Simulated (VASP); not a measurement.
# Li2S (Fm-3m) in VASP: notebook

The runs below take Li2S through single point, with r2SCAN, HSE06.

Program: VASP 6.6.1. These are calculated values, not measurements. Logs are shortened: lines on timing, memory, paths and dates and some standing lists are left out, and cuts for length are marked.

## 1. The cell of the first run

Symmetry: Fm-3m, No. 225, cubic system. The conventional cell has a = 5.691 Å, b = 5.691 Å, c = 5.691 Å, α = 90.00°, β = 90.00°, γ = 90.00°. Li (site symmetry -43m) has 4 S at 2.46 Å and 6 Li at 2.85 Å within 3.3 Å. Within 3.3 Å of S (site symmetry m-3m) lie 8 Li at 2.46 Å.

## 2. Single point, r2SCAN

The input, POSCAR:

```
Li2S
1.0
    0.0000000000      2.8452944197      2.8452944197
    2.8452944197      0.0000000000      2.8452944197
    2.8452944197      2.8452944197      0.0000000000
Li S
2 1
Direct
    0.2500000000      0.2500000000      0.2500000000
    0.7500000000      0.7500000000      0.7500000000
    0.0000000000      0.0000000000      0.0000000000
```

The input, INCAR.step1:

```
SYSTEM = Li2S
ALGO = Normal ; EDIFF = 1E-5
ENCUT = 830 ; GGA = PE
GGA_COMPAT = .FALSE. ; ISMEAR = 0
LASPH = .TRUE. ; LCHARG = .FALSE.
LREAL = .FALSE. ; LWAVE = .TRUE.
NBANDS = 13 ; NELM = 120
PREC = Accurate ; SIGMA = 0.01
```

The input, INCAR.step2:

```
SYSTEM = Li2S
ALGO = Normal ; EDIFF = 1E-6
ENCUT = 830 ; GGA_COMPAT = .FALSE.
ISIF = 2 ; ISMEAR = 0
ISTART = 1 ; LASPH = .TRUE.
LCHARG = .FALSE. ; LMIXTAU = .TRUE.
LREAL = .FALSE. ; LWAVE = .FALSE.
METAGGA = R2SCAN ; NBANDS = 13
NELM = 120 ; PREC = Accurate
SIGMA = 0.01
```

The input, KPOINTS:

```
k-points
0
G
  4 4 4
  0 0 0
```

Potentials or basis: VASP PAW PBE potentials, release 64 (Li_sv, S).

The run is started by

```bash
$ cat potpaw_PBE.64/Li_sv/POTCAR potpaw_PBE.64/S/POTCAR > POTCAR
$ cp INCAR.step1 INCAR
$ mpirun -np 1 vasp_std > vasp.out
$ cp INCAR.step2 INCAR
$ mpirun -np 1 vasp_std > vasp.out
```

OUTCAR:

```text
SYSTEM = Li2S
   EDIFF = 1E-6
   ENCUT = 830
   ISIF = 2
   ISMEAR = 0
   ISTART = 1
   LASPH = .TRUE.
   LREAL = .FALSE.
   METAGGA = R2SCAN
   NELM = 120
   PREC = Accurate

 ion  position               nearest neighbor table
   1  0.250  0.250  0.250-   3 2.46   3 2.46   3 2.46   3 2.46
   2  0.750  0.750  0.750-   3 2.46   3 2.46   3 2.46   3 2.46
   3  0.000  0.000  0.000-   2 2.46   2 2.46   2 2.46   1 2.46   2 2.46   1 2.46   1 2.46   1 2.46

  LATTYP: Found a face centered cubic cell.
 ALAT       =     5.6905888394

  Lattice vectors:

 A1 = (   0.0000000000,   2.8452944197,   2.8452944197)
 A2 = (   2.8452944197,   0.0000000000,   2.8452944197)
 A3 = (   2.8452944197,   2.8452944197,   0.0000000000)

Analysis of symmetry for initial positions (statically):
=====================================================================
 Subroutine PRICEL returns:
 Original cell was already a primitive cell.

 Routine SETGRP: Setting up the symmetry group for a
 face centered cubic supercell.

 Subroutine GETGRP returns: Found 48 space group operations
 (whereof 48 operations were pure point group operations)
 out of a pool of 48 trial point group operations.

The static configuration has the point symmetry O_h .

Analysis of symmetry for dynamics (positions and initial velocities):
=====================================================================
 Subroutine PRICEL returns:
 Original cell was already a primitive cell.

 Routine SETGRP: Setting up the symmetry group for a
 face centered cubic supercell.

 Subroutine GETGRP returns: Found 48 space group operations
 (whereof 48 operations were pure point group operations)
 out of a pool of 48 trial point group operations.

The dynamic configuration has the point symmetry O_h .

 Subroutine INISYM returns: Found 48 space group operations
 (whereof 48 operations are pure point group operations),
 and found     1 'primitive' translations

----------------------------------------------------------------------------------------

                                     Primitive cell

  volume of cell :      46.0693

  direct lattice vectors                    reciprocal lattice vectors
     0.000000000  2.845294420  2.845294420    -0.175728739  0.175728739  0.175728739
     2.845294420  0.000000000  2.845294420     0.175728739 -0.175728739  0.175728739
     2.845294420  2.845294420  0.000000000     0.175728739  0.175728739 -0.175728739

  length of vectors
     4.023853957  4.023853957  4.023853957     0.304371104  0.304371104  0.304371104

  position of ions in fractional coordinates (direct lattice)
     0.250000000  0.250000000  0.250000000
     0.750000000  0.750000000  0.750000000
     0.000000000  0.000000000  0.000000000

  ion indices of the primitive-cell ions
   primitive index   ion index
                 1           1
                 2           2
                 3           3

----------------------------------------------------------------------------------------

 KPOINTS: k-points

Automatic generation of k-mesh.
 Grid dimensions read from file:
 generate k-points for:    4    4    4

 Generating k-lattice:

  Cartesian coordinates                     Fractional coordinates (reciprocal lattice)
    -0.043932185  0.043932185  0.043932185     0.250000000  0.000000000  0.000000000
     0.043932185 -0.043932185  0.043932185     0.000000000  0.250000000  0.000000000
     0.043932185  0.043932185 -0.043932185     0.000000000  0.000000000  0.250000000

  Length of vectors
     0.076092776  0.076092776  0.076092776

  Shift w.r.t. Gamma in fractional coordinates (k-lattice)
     0.000000000  0.000000000  0.000000000

 Subroutine IBZKPT returns following result:
 ===========================================

 Found      8 irreducible k-points:

 Following reciprocal coordinates:
            Coordinates               Weight
  0.000000  0.000000  0.000000      1.000000
  0.250000  0.000000  0.000000      8.000000
  0.500000  0.000000  0.000000      4.000000
  0.250000  0.250000  0.000000      6.000000
  0.500000  0.250000  0.000000     24.000000
 -0.250000  0.250000  0.000000     12.000000
  0.500000  0.500000  0.000000      3.000000
 -0.250000  0.500000  0.250000      6.000000
   k-points           NKPTS =      8   k-points in BZ     NKDIM =      8   number of bands    NBANDS=     13
   number of dos      NEDOS =    301   number of ions     NIONS =      3
   total plane-waves  NPLWV =  64000
   dimension x,y,z NGX =    40 NGY =   40 NGZ =   40
   dimension x,y,z NGXF=    80 NGYF=   80 NGZF=   80
   ions per type =               2   1
   NGX,Y,Z   is equivalent  to a cutoff of  16.53, 16.53, 16.53 a.u.
   NGXF,Y,Z  is equivalent  to a cutoff of  33.05, 33.05, 33.05 a.u.
 SYSTEM =  Li2S
   PREC   = accura    normal or accurate (medium, high low for compatibility)
   ISTART =      1    job   : 0-new  1-cont  2-samecut
   ICHARG =      0    charge: 1-file 2-atom 10-const
   ISPIN  =      1    spin polarized calculation?
   LNONCOLLINEAR =      F non collinear calculations
   LSORBIT =      F    spin-orbit coupling
   LASPH  =      T    aspherical Exc in radial PAW
   ENCUT  =  830.0 eV  61.00 Ry    7.81 a.u.   9.45  9.45  9.45*2*pi/ulx,y,z
   NELM   =    120;   NELMIN=  2; NELMDL=  0     # of ELM steps
   EDIFF  = 0.1E-05   stopping-criterion for ELM
   LREAL  =      F    real-space projection
[... 7 lines left out ...]
   TEBEG  =    0.0;   TEEND  =   0.0 temperature during run
   PSTRESS=    0.0 pullay stress
   NELECT =      12.0000    total number of electrons
   NUPDOWN=      -1.0000    fix difference up-down
   EMIN   =  10.00;   EMAX   =-10.00  energy-range for DOS
   EFERMI =   0.00;   METHOD = LEGACY
   ISMEAR =     0;   SIGMA  =   0.01  broadening in eV -4-tet -1-fermi 0-gaus
   EFERMI_NEDOS =   21; number of points for ismear=-14 and -15
   IALGO  =     38    algorithm
   IMIX   =      4    mixing-type and parameters
     AMIX     =   0.40;   BMIX     =  1.00
     AMIX_MAG =   1.60;   BMIX_MAG =  1.00
  volume/ion in A,a.u.               =      15.36       103.63
  Fermi-wavevector in a.u.,A,eV,Ry     =   1.045518  1.975742 14.872626  1.093107
  Thomas-Fermi vector in A             =   2.180317
   LORBIT       =      0    0 simple, 1 ext, 2 COOP (PROOUT), +10 PAW based schemes
   METAGGA = R2SCAN    functional components
   LHFCALC =     F    Hartree Fock is set to
   AEXX    =    0.0000 exact exchange contribution
   IVDW    =     0    specifies the selected vdW correction
   LEPSILON=     F    determine dielectric tensor
   LRPA    =     F    only Hartree local field effects (RPA)
 non-spin polarized calculation
 Gauss-broadening in eV      SIGMA  =   0.01
  energy-cutoff  :      830.00
  volume of cell :       46.07
 maximum number of plane-waves:      2525
 NGX is ok and might be reduce to    40
   NGX = 19   NGY = 19   NGZ = 19

 number of electron      12.0000004 magnetization

 Free energy of the ion-electron system (eV)
  ---------------------------------------------------
  ext. energy  EPLUGINS =         0.00000000
  ---------------------------------------------------
  free energy    TOTEN  =       -17.37744864 eV

  energy without entropy =      -17.37744864  energy(sigma->0) =      -17.37744864

 E-fermi :   1.3560     XC(G=0):  -8.9233

 val. band max:        1.2178167430   @ k =   0.0000   0.0000   0.0000
 cond. band min:       5.0700630862   @ k =   0.5000   0.5000   0.0000
 fundamental gap:      3.8522463432
 Fermi energy:         1.3559707210

 k-point     1 :       0.0000    0.0000    0.0000
  band No.  band energies     occupation
      1     -44.3936      2.00000
      2     -44.3520      2.00000
      3     -10.2684      2.00000
      4       1.2178      2.00000
      5       1.2178      2.00000
      6       1.2178      2.00000
      7       6.2659      0.00000
      8       8.1224      0.00000
      9       8.1224      0.00000
     10       8.1224      0.00000
     11      12.9797      0.00000
     12      12.9797      0.00000
     13      14.6539      0.00000

 k-point     2 :       0.2500    0.0000    0.0000
  band No.  band energies     occupation
      1     -44.3871      2.00000
      2     -44.3577      2.00000
      3     -10.0618      2.00000
      4      -0.4585      2.00000
      5       0.9393      2.00000
      6       0.9393      2.00000
      7       7.3703      0.00000
      8       8.6828      0.00000
      9       8.6828      0.00000
     10       9.3825      0.00000
     11      11.7522      0.00000
     12      11.7522      0.00000
     13      15.2532      0.00000

 k-point     3 :       0.5000    0.0000    0.0000
  band No.  band energies     occupation
      1     -44.3720      2.00000
      2     -44.3719      2.00000
      3      -9.8263      2.00000
      4      -1.6734      2.00000
      5       0.7065      2.00000
      6       0.7065      2.00000
      7       8.1902      0.00000
      8       8.4066      0.00000
      9       8.4066      0.00000
     10      10.3465      0.00000
     11      14.9468      0.00000
     12      15.0134      0.00000
     13      15.2192      0.00000

 k-point     4 :       0.2500    0.2500    0.0000
  band No.  band energies     occupation
      1     -44.3861      2.00000
      2     -44.3584      2.00000
      3      -9.9968      2.00000
      4      -0.0848      2.00000
      5       0.4012      2.00000
      6       0.4012      2.00000
      7       6.6171      0.00000
      8       8.5993      0.00000
      9       9.9562      0.00000
     10       9.9562      0.00000
     11      11.0098      0.00000
     12      14.0043      0.00000
     13      16.8850      0.00000

 k-point     5 :       0.5000    0.2500    0.0000
  band No.  band energies     occupation
      1     -44.3767      2.00000
      2     -44.3669      2.00000
      3      -9.7633      2.00000
      4      -1.1716      2.00000
      5      -0.0845      2.00000
      6       0.1934      2.00000
      7       6.6982      0.00000
      8       9.9016      0.00000
      9      10.2778      0.00000
     10      10.3322      0.00000
     11      13.2804      0.00000
     12      14.6021      0.00000
     13      15.5665      0.00000

 k-point     6 :      -0.2500    0.2500    0.0000
  band No.  band energies     occupation
      1     -44.3789      2.00000
      2     -44.3650      2.00000
      3      -9.8376      2.00000
      4      -1.0449      2.00000
      5      -0.1538      2.00000
      6       0.6723      2.00000
      7       7.9357      0.00000
      8       8.8112      0.00000
      9      10.2011      0.00000
     10      10.3075      0.00000
     11      10.5719      0.00000
     12      14.4718      0.00000
     13      16.1493      0.00000

 k-point     7 :       0.5000    0.5000    0.0000
  band No.  band energies     occupation
      1     -44.3785      2.00000
      2     -44.3648      2.00000
      3      -9.6973      2.00000
      4      -0.9409      2.00000
      5      -0.2205      2.00000
      6      -0.2205      2.00000
      7       5.0701      0.00000
      8       9.1126      0.00000
      9      13.3798      0.00000
     10      13.3798      0.00000
     11      14.5803      0.00000
     12      14.6045      0.00000
     13      14.6045      0.00000

 k-point     8 :      -0.2500    0.5000    0.2500
  band No.  band energies     occupation
      1     -44.3717      2.00000
      2     -44.3717      2.00000
      3      -9.6859      2.00000
      4      -0.6091      2.00000
      5      -0.6091      2.00000
      6      -0.5482      2.00000
      7       7.1659      0.00000
      8       9.2827      0.00000
      9      10.9661      0.00000
     10      10.9661      0.00000
     11      14.2689      0.00000
     12      14.2689      0.00000
     13      14.7421      0.00000

------------------------ aborting loop because EDIFF is reached ----------------------------------------

  FORCE on cell =-STRESS in cart. coord.  units (eV):
  Direction    XX          YY          ZZ          XY          YZ          ZX
  --------------------------------------------------------------------------------------
  -------------------------------------------------------------------------------------
  Total       -0.0468097     -0.0468097     -0.0468097      0.0000000      0.0000000     -0.0000000
  in kB       -1.6279264     -1.6279264     -1.6279264      0.0000000      0.0000000     -0.0000000
  external PRESSURE =      -1.6279264 kB  Pullay stress =       0.0000000 kB

 VOLUME and BASIS-vectors are now :
 -----------------------------------------------------------------------------
  energy-cutoff  :      830.00
  volume of cell :       46.07
      direct lattice vectors                 reciprocal lattice vectors
     0.000000000  2.845294420  2.845294420    -0.175728739  0.175728739  0.175728739
     2.845294420  0.000000000  2.845294420     0.175728739 -0.175728739  0.175728739
     2.845294420  2.845294420  0.000000000     0.175728739  0.175728739 -0.175728739

 POSITION                                       TOTAL-FORCE (eV/Angst)
 -----------------------------------------------------------------------------------
      1.42265      1.42265      1.42265         0.000000      0.000000      0.000000
      4.26794      4.26794      4.26794        -0.000000     -0.000000     -0.000000
      0.00000      0.00000      0.00000         0.000000      0.000000      0.000000
 -----------------------------------------------------------------------------------
    total drift:                                0.000000     -0.000000      0.000000

  FREE ENERGIE OF THE ION-ELECTRON SYSTEM (eV)
  ---------------------------------------------------
  free  energy   TOTEN  =       -17.3774486380 eV

  energy  without entropy=      -17.3774486380  energy(sigma->0) =      -17.37744864
```

It took 50 s on 1 thread of AMD EPYC 7R13 (Zen 3), shared host; peak memory 0.21 GiB.

Results:

| Quantity | Value |
| --- | --- |
| Free energy | -17.3774 eV |
| Pressure | -0.2 GPa |
| Band gap on the k mesh | 3.85 eV (least direct gap 5.05 eV) |

Caveat: the k points lie up to 0.48 Å⁻¹ apart; the PAW data sets were made with another functional, which shifts forces and pressure a little. r2SCAN opens gaps a little over a GGA but as a rule still falls short of measured ones.

## 3. Single point, HSE06

POSCAR is that of step 2.

The input, INCAR.step1:

```
PREC = Accurate
ENCUT = 650
EDIFF = 1E-5
ISMEAR = 0
SIGMA = 0.01
LREAL = False
LASPH = True
NELM = 120
ALGO = Normal
ISIF = 2
LWAVE = True
LCHARG = False
GGA = PE
NBANDS = 13
GGA_COMPAT = False
```

The input, INCAR.step2:

```
PREC = Accurate
ENCUT = 650
EDIFF = 1E-6
ISMEAR = 0
SIGMA = 0.01
LREAL = False
LASPH = True
NELM = 120
ALGO = Normal
ISIF = 2
LWAVE = False
LCHARG = False
GGA = PE
LHFCALC = True
HFSCREEN = 0.2079
PRECFOCK = Normal
ISTART = 1
NBANDS = 13
GGA_COMPAT = False
```

The input, KPOINTS:

```
regular mesh
0
Gamma
  4 4 4
```

Potentials or basis: VASP PAW PBE potentials, release 64 (Li_sv, S).

The run is started by

```bash
$ cat potpaw_PBE.64/Li_sv/POTCAR potpaw_PBE.64/S/POTCAR > POTCAR
$ cp INCAR.step1 INCAR
$ mpirun -np 1 vasp_std > vasp.out
$ cp INCAR.step2 INCAR
$ mpirun -np 1 vasp_std > vasp.out
```

Wall time 3.4 min (1 thread of AMD EPYC 7R13 (Zen 3), shared host); peak memory 0.27 GiB.

Results (log left out):

```yaml
Free_energy: -13.5103 eV
Pressure: -0.5 GPa
Band_gap_on_the_k_mesh: 4.33 eV (least direct gap 5.35 eV)
```

Levels at points of the mesh, in eV from the valence-band top:
```tsv
k point	band 4	band 5	band 6	band 7	band 8	band 9
(0.00, 0.00, 0.00)	0.00	0.00	0.00	5.35	7.39	7.39
(0.50, 0.00, 0.00)	-3.16	-0.55	-0.55	7.28	7.72	7.72
(0.50, 0.50, 0.00)	-2.40	-1.54	-1.54	4.33	8.25	12.56
```

Caveat: the k points lie up to 0.48 Å⁻¹ apart; the PAW data sets were made with another functional, which shifts forces and pressure a little.
